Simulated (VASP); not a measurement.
# BN in VASP: further runs, part 3 of 3

VASP 6.6.1. Earlier steps stand in the parts before.

## (4) G0W0 quasiparticle levels, PBE

This run uses another cell than the first one, of 6.32 Å³/atom.

POSCAR

```
BN
1.0
   -0.0554560606      1.8215624230      1.8215624230
    1.8215624230     -0.0554560606      1.8215624230
    1.8215624230      1.8215624230     -0.0554560606
B N
1 1
Direct
    0.0001022611      0.0001022611      0.0001022611
    0.2498977389      0.2498977389      0.2498977389
```

INCAR.step1

```
SYSTEM = BN
  PREC = Accurate
  ENCUT = 500
  EDIFF = 1E-8
  ISMEAR = 0
  SIGMA = 0.01
  LREAL = .FALSE.
  LASPH = .TRUE.
  NELM = 60
  ALGO = Normal
  LWAVE = .TRUE.
  LCHARG = .FALSE.
  GGA = PE
```

INCAR.step2

```
SYSTEM = BN
  PREC = Accurate
  ENCUT = 500
  EDIFF = 1E-8
  ISMEAR = 0
  SIGMA = 0.01
  LREAL = .FALSE.
  LASPH = .TRUE.
  NELM = 1
  ALGO = Exact
  LWAVE = .TRUE.
  LCHARG = .FALSE.
  GGA = PE
  NBANDS = 56
  LOPTICS = .TRUE.
  ISTART = 1
```

INCAR.step3

```
SYSTEM = BN
  PREC = Accurate
  ENCUT = 500
  EDIFF = 1E-8
  ISMEAR = 0
  SIGMA = 0.01
  LREAL = .FALSE.
  LASPH = .TRUE.
  ALGO = EVGW0
  LWAVE = .FALSE.
  LCHARG = .FALSE.
  GGA = PE
  NELMGW = 1
  NBANDS = 56
  ENCUTGW = 150.0
  NOMEGA = 96
  PRECFOCK = Fast
  ISTART = 1
  NBANDSGW = 12
  OMEGAMAX = 30
```

KPOINTS

```
regular mesh
0
G
  6 6 6
  0 0 0
```

Potentials or basis: VASP PAW PBE potentials, release 64 (B_GW, N_GW).

Started as:

```bash
$ cat potpaw_PBE.64/B_GW/POTCAR potpaw_PBE.64/N_GW/POTCAR > POTCAR
$ cp INCAR.step1 INCAR
$ mpirun -np 1 vasp_std > vasp.out
$ cp INCAR.step2 INCAR
$ mpirun -np 1 vasp_std > vasp.out
$ cp INCAR.step3 INCAR
$ mpirun -np 1 vasp_std > vasp.out
```

OUTCAR:

```text
SYSTEM = BN
   PREC = Accurate
   ENCUT = 500
   EDIFF = 1E-8
   ISMEAR = 0
   LREAL = .FALSE.
   LASPH = .TRUE.
   GGA = PE
   NELMGW = 1
   ENCUTGW = 150.0
   PRECFOCK = Fast
   ISTART = 1

 ion  position               nearest neighbor table
   1  0.000  0.000  0.000-   2 1.55   2 1.62   2 1.62   2 1.62
   2  0.250  0.250  0.250-   1 1.55   1 1.62   1 1.62   1 1.62

  LATTYP: Found a trigonal (rhomboedric) cell.
 ALAT       =     2.5766751243
 COS(alpha) =     0.4693382693

  Lattice vectors:

 A1 = (  -0.0554560606,   1.8215624230,   1.8215624230)
 A2 = (   1.8215624230,  -0.0554560606,   1.8215624230)
 A3 = (   1.8215624230,   1.8215624230,  -0.0554560606)

Analysis of symmetry for initial positions (statically):
=====================================================================
 Subroutine PRICEL returns:
 Original cell was already a primitive cell.

 Routine SETGRP: Setting up the symmetry group for a
 trigonal (rhombohedral) supercell.

 Subroutine GETGRP returns: Found  6 space group operations
 (whereof  6 operations were pure point group operations)
 out of a pool of 12 trial point group operations.

The static configuration has the point symmetry C_3v.

Analysis of symmetry for dynamics (positions and initial velocities):
=====================================================================
 Subroutine PRICEL returns:
 Original cell was already a primitive cell.

 Routine SETGRP: Setting up the symmetry group for a
[... 122 lines left out ...]
   EFERMI_NEDOS =   21; number of points for ismear=-14 and -15
   IALGO  =     38    algorithm
   IMIX   =      4    mixing-type and parameters
     AMIX     =   0.40;   BMIX     =  1.00
     AMIX_MAG =   1.60;   BMIX_MAG =  1.00
  volume/ion in A,a.u.               =       6.32        42.65
  Fermi-wavevector in a.u.,A,eV,Ry     =   1.405578  2.656158 26.880351  1.975650
  Thomas-Fermi vector in A             =   2.528025
   LORBIT       =      0    0 simple, 1 ext, 2 COOP (PROOUT), +10 PAW based schemes
   GGA     = PE    functional components
   LHFCALC =     T    Hartree Fock is set to
   PRECFOCK=fast      Normal, Fast or Accurate (Low or Medium for compatibility)
   ENCUT4O =  -1.0   cutoff for four orbital integrals eV
   NKREDX  =     1    reduce k-point grid by
   NKREDY  =     1    reduce k-point grid by
   NKREDZ  =     1    reduce k-point grid by
   AEXX    =    1.0000 exact exchange contribution
   HFSCREEN=    0.0000 screening length (either q_TF or 0.3 A-1)
   HFSCREENC=   0.0000 screening length for correlation (either q_TF or 0.3 A-1)
   ENCUTFOCK=  -1.0 apply spherical cutoff to Coloumb kernel
   IVDW    =     0    specifies the selected vdW correction
   LEPSILON=     F    determine dielectric tensor
   LRPA    =     F    only Hartree local field effects (RPA)
   LRPAFORCE           =     F    calculate RPA forces
   ENCUTGW             = 150.0    cutoff for response function in eV
   ENCUTGWSOFT         = 120.0    soft cutoff for Coulomb kernel in GW response function in eV
   ENCUTLF             =  -1.0    cutoff for local field effects
   NELMGW              =     1    number of iterations in solving QP/BSE equation
   NELMHF              =     1    number of iterations in the inner HF iteration
   NKREDLFX            =     1    NKREDLFY  =   1   NKREDLFZ  =   1
 non-spin polarized calculation
 Gauss-broadening in eV      SIGMA  =   0.01
  energy-cutoff  :      500.00
  volume of cell :       12.64
 maximum number of plane-waves:       329
  NGX = 12; NGY = 12; NGZ = 12
   NGX =  9   NGY =  9   NGZ =  9
 maximum number of plane-waves:        59

 QP shifts <psi_nk| G(iteration)W_0 |psi_nk>: iteration 1
 for sc-GW calculations column KS-energies equals QP-energies in previous step
 and V_xc(KS)=  KS-energies - (<T + V_ion + V_H > + <T+V_H+V_ion>^1  + <V_x>^1)

 k-point   1 :       0.0000    0.0000    0.0000
  band No.  KS-energies  QP-energies   sigma(KS)   V_xc(KS)     V^pw_x(r,r')   Z            occupation Imag(sigma)

      1     -12.8434     -14.7141     -17.7496     -15.3440     -26.1729       0.7777       2.0000       1.3737
      2       6.6158       5.8807     -18.8965     -17.9997     -21.4685       0.8197       2.0000       0.0447
      3       6.6158       5.8807     -18.8965     -17.9997     -21.4685       0.8197       2.0000       0.0447
      4       6.6890       5.9477     -19.0707     -18.1659     -21.8252       0.8194       2.0000       0.0470
      5      14.7638      16.0321     -11.9418     -13.4701      -6.8422       0.8299       0.0000      -0.0671
      6      14.7638      16.0321     -11.9418     -13.4701      -6.8422       0.8299       0.0000      -0.0671
      7      14.9176      16.1263     -12.9266     -14.4004      -7.7567       0.8201       0.0000      -0.0718
      8      16.9620      18.2452     -12.9782     -14.5488      -7.4731       0.8170       0.0000      -0.0799
      9      30.1428      30.5351     -10.6793     -11.1789      -3.2427       0.7851       0.0000      -0.5150
     10      33.6353      34.7470     -11.5506     -12.8871      -5.1502       0.8318       0.0000      -0.5596
     11      33.6353      34.7470     -11.5506     -12.8871      -5.1502       0.8318       0.0000      -0.5596
     12      33.9304      34.4531     -10.2864     -10.9287      -3.0565       0.8137       0.0000      -0.8822
[... 356 lines left out ...]
      1      -7.4813      -8.8781     -19.2026     -17.3287     -26.6663       0.7454       2.0000       0.6310
      2      -1.1694      -2.6993     -17.1920     -15.2203     -21.7327       0.7759       2.0000       0.1192
      3       0.7470      -0.5470     -16.9204     -15.2934     -20.6277       0.7953       2.0000       0.0828
      4       1.0438      -0.2293     -16.9728     -15.3767     -20.6575       0.7977       2.0000       0.0804
      5      14.0991      15.0778     -12.4103     -13.5867      -7.5915       0.8319       0.0000      -0.0662
      6      18.1772      19.3221     -12.3322     -13.7280      -6.8067       0.8202       0.0000      -0.0828
      7      20.7134      22.1919     -12.9471     -14.8307      -6.2990       0.7849       0.0000      -0.1351
      8      22.6376      24.2193     -13.2892     -15.3288      -6.3279       0.7755       0.0000      -0.1624
      9      25.2993      26.7640     -13.8729     -15.7732      -6.7029       0.7708       0.0000      -0.2366
     10      31.2755      32.5992     -11.8580     -13.5307      -4.1011       0.7913       0.0000      -0.6667
     11      35.7686      36.6916     -11.3754     -12.5042      -4.0362       0.8177       0.0000      -0.8930
     12      38.8538      40.0083     -11.1986     -12.6116      -3.7427       0.8170       0.0000      -1.0040

 [... further k-points ...]
```

OUTCAR.step1:

```text
SYSTEM = BN
   PREC = Accurate
   ENCUT = 500
   EDIFF = 1E-8
   ISMEAR = 0
   LREAL = .FALSE.
   LASPH = .TRUE.
[... 485 lines left out ...]
      0.00037      0.00037      0.00037        -0.031111     -0.031111     -0.031111
      0.89655      0.89655      0.89655         0.031111      0.031111      0.031111
 -----------------------------------------------------------------------------------
    total drift:                                0.000018      0.000018      0.000018

  FREE ENERGIE OF THE ION-ELECTRON SYSTEM (eV)
  ---------------------------------------------------
  free  energy   TOTEN  =       -17.3695256780 eV

  energy  without entropy=      -17.3695256780  energy(sigma->0) =      -17.36952568
```

OUTCAR.step2:

```text
SYSTEM = BN
   PREC = Accurate
   ENCUT = 500
   EDIFF = 1E-8
[... 1014 lines left out ...]
  --------------------------------------------------------------------------------------------------------------
     0.00000     4.89989     4.89989     4.89989    -0.10221    -0.10221    -0.10221
     1.91328     5.00947     5.00947     5.00947    -0.10829    -0.10829    -0.10829
     3.82655     5.39184     5.39184     5.39184    -0.13070    -0.13070    -0.13070
     5.73983     6.28248     6.28248     6.28248    -0.19002    -0.19002    -0.19002
     7.65310     9.07413     9.07413     9.07413    -0.45533    -0.45533    -0.45533
     9.56638    10.42937    10.42937    10.42937     0.65231     0.65231     0.65231
[... 92 lines left out ...]
   187.50104     0.97466     0.97466     0.97466    -0.00001    -0.00001    -0.00001
   189.41432     0.97521     0.97521     0.97521    -0.00001    -0.00001    -0.00001
```

It took 2.1 min on 1 thread of Intel Xeon Platinum 8488C (Sapphire Rapids), shared host; peak memory 0.26 GiB.

What came out:

```yaml
Quasiparticle_gap: 5.73 eV
Least_direct_quasiparticle_gap: 10.08 eV
Band_gap_of_the_starting_levels_on_the_mesh: 4.29 eV
Least_direct_gap_of_the_starting_levels_on_the_mesh: 8.07 eV
```

Caveat: the k points lie up to 0.49 Å⁻¹ apart; the cutoff is under 1.25 times the usual one of these potentials, so pressure, stress and relaxed cells hold a basis-set (Pulay) error; bands, screening cutoff and mesh are small and nothing is extrapolated, so the quasiparticle values aren't converged.
